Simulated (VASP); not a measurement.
**WC: single point with PBEsol**

WC:

```
W C
1.0
     3.13029    0.00000    0.00000
    -1.56514    2.71091    0.00000
     0.00000    0.00000    2.60140
W C
1 1
Direct
  0.00000 0.00000 0.00000
  0.66667 0.33333 0.50000
```

This cell differs from its parent crystal: strain +0.080 along x and y, -0.080 along z.

```json
{
 "Program": "VASP 6.6.1",
 "Task": "single point",
 "Functional": "PBEsol",
 "Potentials or basis": "VASP PAW PBE potentials, release 64 (W_sv, C_h)",
 "Cutoff": "1300 eV",
 "k mesh": "24 × 24 × 22",
 "Occupations": "gaussian, width 0.15 eV",
 "Spin": "no spin polarisation"
}
```

```yaml
Pressure: -10.4 GPa
Band_gap_on_the_k_mesh: zero (bands 9 and 10 overlap by 2.40 eV)
```

Stress tensor (GPa, compression positive):
```
-44.35   0.00   0.00
  0.00 -44.35   0.00
  0.00   0.00  57.41
```

Levels at points of the mesh, in eV from the Fermi level:
```
           k point  band 7  band 8  band 9  band 10  band 11  band 12
(0.00, 0.00, 0.00)   -4.33   -4.33    1.66     3.44     3.44     4.52
(0.50, 0.00, 0.00)   -3.79   -1.62   -1.52     2.55     2.93     3.09
(0.00, 0.00, 0.50)   -3.39   -3.39   -0.51    -0.51     3.38     3.38
(0.50, 0.00, 0.50)   -5.19   -3.79    0.39     3.13     4.87     5.57
```

It took 5.9 min on 1 thread of Intel(R) Xeon(R) 6975P-C (Granite Rapids), with other jobs on the host, peak memory 1 GiB.

Caveat: the cell differs from its parent crystal (strain +0.080 along x and y, -0.080 along z); the stress differs along the axes, from -44 to 57 GPa; the PAW data sets were made with another functional, which shifts forces and pressure a little; spin-orbit coupling is left out, which moves the levels of the heavy elements.
